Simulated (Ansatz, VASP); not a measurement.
# One calculation of TaN, two programs

File INCAR:

```
PREC     = Accurate       # precision mode
ENCUT    = 520            # plane-wave cutoff, eV
EDIFF    = 1E-7           # SCF threshold, eV
ISMEAR   = 0              # smearing method
SIGMA    = 0.15           # smearing width, eV
LREAL    = F              # projectors in reciprocal space
LASPH    = T              # aspherical terms in the spheres
NELM     = 60             # most SCF steps
ALGO     = Normal         # electronic algorithm
ISIF     = 2              # what is computed and relaxed
LWAVE    = F              # write WAVECAR
LCHARG   = T              # write CHGCAR
GGA      = PS             # functional
LELF     = T              # ELF
LVHAR    = T            
NBANDS   = 15             # bands
```

Contents of KPOINTS:

```
Automatic mesh
0
Gamma
  24 24 18
```

POSCAR

```
TaN
1.0
    3.1648633299      0.0000000000      0.0000000000
   -1.5824316650      2.7408520432      0.0000000000
    0.0000000000      0.0000000000      2.4844940845
Ta N
1 1
Direct
    0.3333333333      0.6666666667      0.5000000000
    0.0000000000      0.0000000000      0.0000000000
```

Input for Ansatz:

```yaml
crystal:
  lattice:
    - [3.1648633299, 0.0, 0.0]
    - [-1.582431665, 2.7408520432, 0.0]
    - [0.0, 0.0, 2.4844940845]
  atoms:
    - { symbol: Ta, position: [0.3333333333, 0.6666666667, 0.5] }
    - { symbol: "N", position: [0.0, 0.0, 0.0] }
basis:
  ecutwfc: 420
kpoints:
  mp_grid: { grid: [24, 24, 18] }
hamiltonian:
  xc: pbesol
scf:
  occupations: { method: gaussian, width: 0.15 }
output:
  forces: true
  stress: true
  eigenvalues: true
```

Alike in both runs: task single point; functional PBEsol; k mesh 24 × 24 × 18; occupations gaussian, width 0.15 eV; no spin polarisation.

```csv
,VASP,Ansatz
version,VASP 6.6.1,Ansatz 0.2.0
potentials or method,"VASP PAW PBE potentials, release 64 (Ta_pv, N), cutoff 520 eV","scalar-relativistic, plane waves, PAW"
valence electrons in the cell,16,18
```

|  | VASP | Ansatz | Ansatz less VASP |
| --- | --- | --- | --- |
| gap on the k mesh at the Fermi level (eV) | none | none | - |
| pressure (GPa) | 15.3 | 14.2 | -1.11 |
| traceless stress, the component that is largest in VASP (GPa) | 104.26 | 103.79 | -0.468 |

VASP's potentials were made for PBE, not for PBEsol. A gap of «none» marks a metal or a gap that the smearing closes. VASP's potentials hold 16 valence electrons a cell and Ansatz's 18, so a difference there can come from the potentials and not from the codes.

Neither program's run includes spin-orbit coupling.
